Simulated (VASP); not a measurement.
# Rh (Fm-3m) in VASP: notebook

The runs below take Rh through electric field gradients, with PBE.

Program: VASP 6.6.1. These are calculated values, not measurements. Logs are shortened: lines on timing, memory, paths and dates and some standing lists are left out, and cuts for length are marked.

## Step 1: The cell of the first run

It takes space group Fm-3m (No. 225, cubic). The conventional cell has a = 3.726 Å, b = 3.726 Å, c = 3.726 Å, α = 90.00°, β = 90.00°, γ = 90.00°. Within 3.5 Å of Rh (site symmetry m-3m) lie 12 Rh at 2.63 Å.

## Step 2: Electric field gradients, PBE (volume scaled by 0.9405)

INCAR reads:

```
SYSTEM = Rh
  PREC = Accurate
  ENCUT = 520
  EDIFF = 1E-8
  ISMEAR = -1
  SIGMA = 0.08
  LREAL = .FALSE.
  LASPH = .TRUE.
  NELM = 80
  ALGO = Normal
  ISIF = 2
  LWAVE = .FALSE.
  LCHARG = .FALSE.
  GGA = PE
  LEFG = .TRUE.
  NBANDS = 14
```

KPOINTS reads:

```
Automatic mesh
0
G
  16 16 16
  0 0 0
```

POSCAR reads:

```
Rh
1.0
    0.0000000000      1.8630621781      1.8630621781
    1.8630621781      0.0000000000      1.8630621781
    1.8630621781      1.8630621781      0.0000000000
Rh
1
Direct
    0.0000000000      0.0000000000      0.0000000000
```

Potentials or basis: VASP PAW PBE potentials, release 64 (Rh_pv).

On the command line:

```bash
cat potpaw_PBE.64/Rh_pv/POTCAR > POTCAR
mpirun -np 1 vasp_std > vasp.out
```

OUTCAR:

```text
SYSTEM = Rh
   PREC = Accurate
   ENCUT = 520
   EDIFF = 1E-8
   ISMEAR = -1
   LREAL = .FALSE.
   LASPH = .TRUE.
   NELM = 80
   ISIF = 2
   GGA = PE

 ion  position               nearest neighbor table
   1  0.000  0.000  0.000-

  LATTYP: Found a face centered cubic cell.
 ALAT       =     3.7261243562

  Lattice vectors:

 A1 = (   0.0000000000,   1.8630621781,   1.8630621781)
 A2 = (   1.8630621781,   0.0000000000,   1.8630621781)
 A3 = (   1.8630621781,   1.8630621781,   0.0000000000)

Analysis of symmetry for initial positions (statically):
=====================================================================
 Subroutine PRICEL returns:
 Original cell was already a primitive cell.

 Routine SETGRP: Setting up the symmetry group for a
 face centered cubic supercell.

 Subroutine GETGRP returns: Found 48 space group operations
 (whereof 48 operations were pure point group operations)
 out of a pool of 48 trial point group operations.

The static configuration has the point symmetry O_h .

Analysis of symmetry for dynamics (positions and initial velocities):
=====================================================================
 Subroutine PRICEL returns:
 Original cell was already a primitive cell.

 Routine SETGRP: Setting up the symmetry group for a
 face centered cubic supercell.

 Subroutine GETGRP returns: Found 48 space group operations
 (whereof 48 operations were pure point group operations)
 out of a pool of 48 trial point group operations.

The dynamic configuration has the point symmetry O_h .

 Subroutine INISYM returns: Found 48 space group operations
 (whereof 48 operations are pure point group operations),
 and found     1 'primitive' translations

----------------------------------------------------------------------------------------

                                     Primitive cell

  volume of cell :      12.9334

  direct lattice vectors                    reciprocal lattice vectors
     0.000000000  1.863062178  1.863062178    -0.268375369  0.268375369  0.268375369
     1.863062178  0.000000000  1.863062178     0.268375369 -0.268375369  0.268375369
     1.863062178  1.863062178  0.000000000     0.268375369  0.268375369 -0.268375369

  length of vectors
     2.634767800  2.634767800  2.634767800     0.464839775  0.464839775  0.464839775

  position of ions in fractional coordinates (direct lattice)
     0.000000000  0.000000000  0.000000000

  ion indices of the primitive-cell ions
   primitive index   ion index
                 1           1

----------------------------------------------------------------------------------------

 KPOINTS: Automatic mesh

Automatic generation of k-mesh.
 Grid dimensions read from file:
 generate k-points for:   16   16   16

 Generating k-lattice:

  Cartesian coordinates                     Fractional coordinates (reciprocal lattice)
    -0.016773461  0.016773461  0.016773461     0.062500000  0.000000000  0.000000000
     0.016773461 -0.016773461  0.016773461     0.000000000  0.062500000  0.000000000
     0.016773461  0.016773461 -0.016773461     0.000000000  0.000000000  0.062500000

  Length of vectors
     0.029052486  0.029052486  0.029052486

  Shift w.r.t. Gamma in fractional coordinates (k-lattice)
     0.000000000  0.000000000  0.000000000

 Subroutine IBZKPT returns following result:
 ===========================================

 Found    145 irreducible k-points:

 Following reciprocal coordinates:
            Coordinates               Weight
  0.000000  0.000000  0.000000      1.000000
  0.062500  0.000000  0.000000      8.000000
  0.125000  0.000000  0.000000      8.000000
  0.187500  0.000000  0.000000      8.000000
  0.250000  0.000000  0.000000      8.000000
  0.312500  0.000000  0.000000      8.000000
[... 16 lines left out ...]
 -0.125000  0.062500  0.000000     24.000000
 -0.062500  0.062500  0.000000     12.000000
 [... further k-points ...]
   k-points           NKPTS =    145   k-points in BZ     NKDIM =    145   number of bands    NBANDS=     14
   number of dos      NEDOS =    301   number of ions     NIONS =      1
   total plane-waves  NPLWV =   8000
   dimension x,y,z NGX =    20 NGY =   20 NGZ =   20
   dimension x,y,z NGXF=    40 NGYF=   40 NGZF=   40
   ions per type =               1
   NGX,Y,Z   is equivalent  to a cutoff of  12.62, 12.62, 12.62 a.u.
   NGXF,Y,Z  is equivalent  to a cutoff of  25.24, 25.24, 25.24 a.u.
 SYSTEM =  Rh
   PREC   = accura    normal or accurate (medium, high low for compatibility)
   ISTART =      0    job   : 0-new  1-cont  2-samecut
   ICHARG =      2    charge: 1-file 2-atom 10-const
   ISPIN  =      1    spin polarized calculation?
   LNONCOLLINEAR =      F non collinear calculations
   LSORBIT =      F    spin-orbit coupling
   LASPH  =      T    aspherical Exc in radial PAW
   ENCUT  =  520.0 eV  38.22 Ry    6.18 a.u.   4.90  4.90  4.90*2*pi/ulx,y,z
   NELM   =     80;   NELMIN=  2; NELMDL= -5     # of ELM steps
   EDIFF  = 0.1E-07   stopping-criterion for ELM
   LREAL  =      F    real-space projection
   EDIFFG = 0.1E-06   stopping-criterion for IOM
   NSW    =      0    number of steps for IOM
   IBRION =     -1    ionic relax: 0-MD 1-quasi-New 2-CG
   NFREE  =      0    steps in history (QN), initial steepest desc. (CG)
   ISIF   =      2    stress and relaxation
   ISYM   =      2    0-nonsym 1-usesym 2-fastsym
   POTIM  = 0.5000    time-step for ionic-motion
   TEBEG  =    0.0;   TEEND  =   0.0 temperature during run
   PSTRESS=    0.0 pullay stress
   NELECT =      15.0000    total number of electrons
   NUPDOWN=      -1.0000    fix difference up-down
   EMIN   =  10.00;   EMAX   =-10.00  energy-range for DOS
   EFERMI =   0.00;   METHOD = LEGACY
   ISMEAR =    -1;   SIGMA  =   0.08  broadening in eV -4-tet -1-fermi 0-gaus
   EFERMI_NEDOS =   21; number of points for ismear=-14 and -15
   IALGO  =     38    algorithm
   IMIX   =      4    mixing-type and parameters
     AMIX     =   0.40;   BMIX     =  1.00
     AMIX_MAG =   1.60;   BMIX_MAG =  1.00
  volume/ion in A,a.u.               =      12.93        87.28
  Fermi-wavevector in a.u.,A,eV,Ry     =   1.720024  3.250375 40.252611  2.958483
  Thomas-Fermi vector in A             =   2.796541
   LORBIT       =      0    0 simple, 1 ext, 2 COOP (PROOUT), +10 PAW based schemes
   GGA     = PE    functional components
   LHFCALC =     F    Hartree Fock is set to
   AEXX    =    0.0000 exact exchange contribution
   IVDW    =     0    specifies the selected vdW correction
   LEPSILON=     F    determine dielectric tensor
   LRPA    =     F    only Hartree local field effects (RPA)
 non-spin polarized calculation
  energy-cutoff  :      520.00
  volume of cell :       12.93
 maximum number of plane-waves:       360
   NGX =  9   NGY =  9   NGZ =  9

 number of electron      14.9999996 magnetization

 Free energy of the ion-electron system (eV)
  ---------------------------------------------------
  ext. energy  EPLUGINS =         0.00000000
  ---------------------------------------------------
  free energy    TOTEN  =        -7.18680647 eV

  energy without entropy =       -7.15985395  energy(sigma->0) =       -7.17333021

 E-fermi :  13.0562     XC(G=0): -14.4296

 val. band max:       13.0498183008   @ k =  -0.3750   0.2500   0.0000
 cond. band min:      13.0562446429   @ k =  -0.3750   0.0625   0.0000
 fundamental gap:      0.0064263421
 Fermi energy:        13.0562055187

 k-point     1 :       0.0000    0.0000    0.0000
  band No.  band energies     occupation
      1     -33.4203      2.00000
      2     -33.4203      2.00000
      3     -33.4203      2.00000
      4       4.6477      2.00000
      5       9.6814      2.00000
      6       9.6814      2.00000
      7       9.6814      2.00000
      8      11.9793      2.00000
      9      11.9793      2.00000
     10      28.9950      0.00000
     11      33.4202      0.00000
     12      34.8096      0.00000
     13      34.8096      0.00000
     14      34.8096      0.00000

 k-point     2 :       0.0625    0.0000    0.0000
  band No.  band energies     occupation
      1     -33.4562      2.00000
      2     -33.4251      2.00000
      3     -33.4251      2.00000
      4       4.8148      2.00000
      5       9.6040      2.00000
      6       9.7484      2.00000
      7       9.7484      2.00000
      8      11.9402      2.00000
      9      11.9402      2.00000
     10      29.2514      0.00000
     11      33.4186      0.00000
     12      33.9392      0.00000
     13      35.0648      0.00000
     14      35.0648      0.00000

 k-point     3 :       0.1250    0.0000    0.0000
  band No.  band energies     occupation
      1     -33.5575      2.00000
      2     -33.4386      2.00000
      3     -33.4386      2.00000
      4       5.2851      2.00000
      5       9.4231      2.00000
      6       9.9157      2.00000
      7       9.9157      2.00000
      8      11.8652      2.00000
      9      11.8652      2.00000
     10      29.9239      0.00000
     11      32.2266      0.00000
     12      33.4220      0.00000
     13      35.8017      0.00000
     14      35.8017      0.00000
[... 324 lines left out ...]
 k-point    23 :      -0.1250    0.0625    0.0000
  band No.  band energies     occupation
      1     -33.6175      2.00000
      2     -33.4725      2.00000
      3     -33.4381      2.00000
      4       5.6296      2.00000
      5       9.2485      2.00000
      6      10.0358      2.00000
      7      10.0710      2.00000
      8      11.5908      2.00000
      9      12.0901      1.99999
     10      30.3819      0.00000
     11      31.5996      0.00000
     12      33.4215      0.00000
     13      35.3118      0.00000
     14      36.8186      0.00000

 k-point    24 :      -0.0625    0.0625    0.0000
  band No.  band energies     occupation
      1     -33.5063      2.00000
      2     -33.4461      2.00000
      3     -33.4269      2.00000
      4       5.0847      2.00000
      5       9.4592      2.00000
      6       9.8401      2.00000
      7       9.8937      2.00000
      8      11.7689      2.00000
      9      12.0052      2.00000
     10      29.6530      0.00000
     11      33.0960      0.00000
     12      33.4251      0.00000
     13      34.9347      0.00000
     14      35.7287      0.00000

 [... further k-points ...]

------------------------ aborting loop because EDIFF is reached ----------------------------------------

  FORCE on cell =-STRESS in cart. coord.  units (eV):
  Direction    XX          YY          ZZ          XY          YZ          ZX
  --------------------------------------------------------------------------------------
  -------------------------------------------------------------------------------------
  Total        2.1455453      2.1455453      2.1455453      0.0000000     -0.0000000      0.0000000
  in kB      265.7885260    265.7885260    265.7885260      0.0000000     -0.0000000      0.0000000
  external PRESSURE =     265.7885260 kB  Pullay stress =       0.0000000 kB

 VOLUME and BASIS-vectors are now :
 -----------------------------------------------------------------------------
  energy-cutoff  :      520.00
  volume of cell :       12.93
      direct lattice vectors                 reciprocal lattice vectors
     0.000000000  1.863062178  1.863062178    -0.268375369  0.268375369  0.268375369
     1.863062178  0.000000000  1.863062178     0.268375369 -0.268375369  0.268375369
     1.863062178  1.863062178  0.000000000     0.268375369  0.268375369 -0.268375369

 POSITION                                       TOTAL-FORCE (eV/Angst)
 -----------------------------------------------------------------------------------
      0.00000      0.00000      0.00000         0.000000      0.000000      0.000000
 -----------------------------------------------------------------------------------
    total drift:                                0.000000     -0.000000     -0.000000

  FREE ENERGIE OF THE ION-ELECTRON SYSTEM (eV)
  ---------------------------------------------------
  free  energy   TOTEN  =        -7.1868064711 eV

  energy  without entropy=       -7.1598539468  energy(sigma->0) =       -7.17333021

 Electric field gradients (V/A^2)
---------------------------------------------------------------------
 ion       V_xx      V_yy      V_zz      V_xy      V_xz      V_yz
---------------------------------------------------------------------
   1      -0.000     0.000    -0.000     0.001     0.001     0.001
---------------------------------------------------------------------

 Electric field gradients after diagonalization (V/A^2)
 (convention: |V_zz| > |V_xx| > |V_yy|)
----------------------------------------------------------------------
 ion       V_xx      V_yy      V_zz     asymmetry (V_yy - V_xx)/ V_zz
----------------------------------------------------------------------
   1      -0.001    -0.001     0.002       0.000
----------------------------------------------------------------------

           NMR quadrupolar parameters

 Cq : quadrupolar parameter    Cq=e*Q*V_zz/h
 eta: asymmetry parameters     (V_yy - V_xx)/ V_zz
 Q  : nuclear electric quadrupole moment in mb (millibarn)
----------------------------------------------------------------------
 ion       Cq(MHz)       eta       Q (mb)
----------------------------------------------------------------------
   1       0.000       0.000       1.000
----------------------------------------------------------------------
```

Wall time 14 s (1 thread of Intel Xeon Platinum 8488C (Sapphire Rapids), shared host); peak memory 0.14 GiB.

What came out:

| Item | Value |
| --- | --- |
| Free energy | -7.1868 eV |
| Pressure | 26.6 GPa |

Levels at points of the mesh, in eV from the Fermi level:
```
           k point  band 3  band 4  band 5  band 6  band 7  band 8  band 9  band 10  band 11  band 12
(0.00, 0.00, 0.00)  -46.48   -8.41   -3.37   -3.37   -3.37   -1.08   -1.08    15.94    20.36    21.75
(0.50, 0.00, 0.00)  -46.60   -6.64   -3.47   -3.47    0.65    0.65    0.68     9.31    15.47    20.37
(0.50, 0.50, 0.00)  -46.81   -6.91   -6.51    0.62    1.11    1.11    3.36    13.09    13.70    13.70
```

Caveat: without QUAD_EFG the Cq values of the log hold for a quadrupole moment of 1 mb, not for the nuclei.

[end of part 1 of 2]
